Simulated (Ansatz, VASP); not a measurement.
**One calculation of Ge, two programs**

The input INCAR:

```
ALGO     = Normal         # electronic algorithm
EDIFF    = 1E-6           # SCF threshold, eV
EDIFFG   = -0.04          # ionic threshold
ENCUT    = 600            # plane-wave cutoff, eV
GGA      = PE             # functional
IBRION   = 2              # ionic algorithm
ISIF     = 3              # what is computed and relaxed
ISMEAR   = 0              # smearing method
LASPH    = T              # aspherical terms in the spheres
LCHARG   = F              # write CHGCAR
LREAL    = F              # projectors in reciprocal space
LWAVE    = F              # write WAVECAR
NELM     = 60             # most SCF steps
NSW      = 90             # ionic steps
PREC     = Accurate       # precision mode
SIGMA    = 0.1            # smearing width, eV
```

KPOINTS

```
k-points
0
Gamma
  4 4 10
```

POSCAR

```
Ge
1.0
    2.8950128000     -3.2664435000      0.0000000000
    2.8950128000      3.2664435000      0.0000000000
    0.0000000000      0.0000000000      1.7194749500
Ge
1
Direct
    0.0000000000      0.0000000000      0.0000000000
```

Input for Ansatz:

```yaml
crystal:
  lattice:
    - [2.8950128, -3.2664435, 0.0]
    - [2.8950128, 3.2664435, 0.0]
    - [0.0, 0.0, 1.71947495]
  atoms:
    - { symbol: Ge, position: [0.0, 0.0, 0.0] }
basis:
  ecutwfc: 420
kpoints:
  mp_grid: { grid: [4, 4, 10] }
hamiltonian:
  xc: pbe
scf:
  occupations: { method: gaussian, width: 0.1 }
  lower_state_search: "off"
output:
  forces: true
  stress: true
  eigenvalues: true
relax:
  adjacent_minimum: "off"
  f_tol: 0.04
  max_steps: 70
  cell: { stress_tol: 0.4 }
```

Alike in both runs: task relaxation of cell and atoms; functional PBE; k mesh 4 × 4 × 10; occupations gaussian, width 0.1 eV; no spin polarisation.

|  | VASP | Ansatz |
| --- | --- | --- |
| version | VASP 6.6.1 | Ansatz 0.2.0 |
| potentials or method | VASP PAW PBE potentials, release 64 (Ge_d), cutoff 600 eV | scalar-relativistic, plane waves, PAW |
| valence electrons in the cell | 14 | 14 |

|  | VASP | Ansatz | Ansatz less VASP |
| --- | --- | --- | --- |
| gap on the k mesh at the Fermi level, each at its own relaxed structure (eV) | none | none | - |
| relaxed volume (Å³/atom) | 19.76 | 20.32 | +0.560 |
| relaxed cell length with the largest relative difference (Å) | 2.763 | 2.863 | +0.1001 |

A gap of «none» marks a metal or a gap that the smearing closes.

The k mesh is coarse, so the values compare programs but aren't converged. Noted on VASP's run: the volume moved by over 15 % at a fixed basis, so the end points are rough.
